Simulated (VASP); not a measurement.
A run of VASP 6.6.1:

The input INCAR:

```
PREC     = Accurate       # precision mode
ENCUT    = 520            # plane-wave cutoff, eV
EDIFF    = 1E-6           # SCF threshold, eV
ISMEAR   = 0              # smearing method
SIGMA    = 0.1            # smearing width, eV
LREAL    = F              # projectors in reciprocal space
LASPH    = T              # aspherical terms in the spheres
NELM     = 100            # most SCF steps
ALGO     = Normal         # electronic algorithm
ISIF     = 2              # what is computed and relaxed
LWAVE    = F              # write WAVECAR
LCHARG   = F              # write CHGCAR
GGA      = PE             # functional
NBANDS   = 72             # bands
```

KPOINTS

```
Automatic mesh
0
Gamma
  6 6 6
```

File POSCAR:

```
Pd
1.0
    3.1909092529      1.8422723161      5.4417835384
   -3.1909092529      1.8422723161      5.4417835384
    0.0000000000     -3.6845446321      5.4417835384
Pd
12
Direct
    0.0101900000      0.6536100000      0.0101900000
    0.0101900000      0.0101900000      0.6536100000
    0.6536100000      0.0101900000      0.0101900000
    0.9898100000      0.3463900000      0.9898100000
    0.3463900000      0.9898100000      0.9898100000
    0.9898100000      0.9898100000      0.3463900000
    0.2211800000      0.6306000000      0.2211800000
    0.2211800000      0.2211800000      0.6306000000
    0.6306000000      0.2211800000      0.2211800000
    0.7788200000      0.3694000000      0.7788200000
    0.3694000000      0.7788200000      0.7788200000
    0.7788200000      0.7788200000      0.3694000000
```

Potentials or basis: VASP PAW PBE potentials, release 64 (Pd).

The run is started by

```sh
$ cat potpaw_PBE.64/Pd/POTCAR > POTCAR
$ mpirun -np 1 vasp_std > vasp.out
```

Hardware: 1 thread of Intel(R) Xeon(R) Platinum 8488C (Sapphire Rapids), on a shared host.

How long does it take, and how much memory?

Run time: 8.6 min on 1 thread of Intel(R) Xeon(R) Platinum 8488C (Sapphire Rapids), with other jobs on the host, peak memory 0.5 GiB. Counts: scf iterations 15, k points 32.
